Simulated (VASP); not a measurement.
Input of a VASP 6.6.1 run:

Contents of INCAR:

```
  ALGO = Normal
  EDIFF = 1E-7
  EDIFFG = -0.005
  ENCUT = 750
  GGA_COMPAT = False
  IBRION = 2
  ISIF = 3
  ISMEAR = 0
  LASPH = True
  LCHARG = False
  LREAL = False
  LWAVE = False
  NELM = 120
  NELMIN = 4
  NSW = 100
  PREC = Accurate
  SIGMA = 0.02
```

Contents of KPOINTS:

```
k-points
0
Gamma
  10 10 10
```

POSCAR

```
MgO
1.0
    0.0000000000      2.0970013900      2.0970013900
    2.0970013900      0.0000000000      2.0970013900
    2.0970013900      2.0970013900      0.0000000000
Mg O
1 1
Direct
    0.0000000000      0.0000000000      0.0000000000
    0.5000000000      0.5000000000      0.5000000000
```

Potentials or basis: VASP PAW LDA potentials, release 64 (Mg_sv, O).

Command:

```console
$ cat potpaw_LDA.64/Mg_sv/POTCAR potpaw_LDA.64/O/POTCAR > POTCAR
$ mpirun -np 1 vasp_std > vasp.out
```

(1) Estimate the space group after relaxing (to 0.1 Å).

(2) What does it give for the band gap on the k mesh?

(3) What does it give for the relaxed cell?

(4) What does it give for the relaxed volume?

Results:

(1) Fm-3m (No. 225).

(2) 5.04 eV.

(3) a = 2.942 Å, b = 2.942 Å, c = 2.942 Å, α = 60.00°, β = 60.00°, γ = 60.00°.

(4) 9.00 Å³/atom.
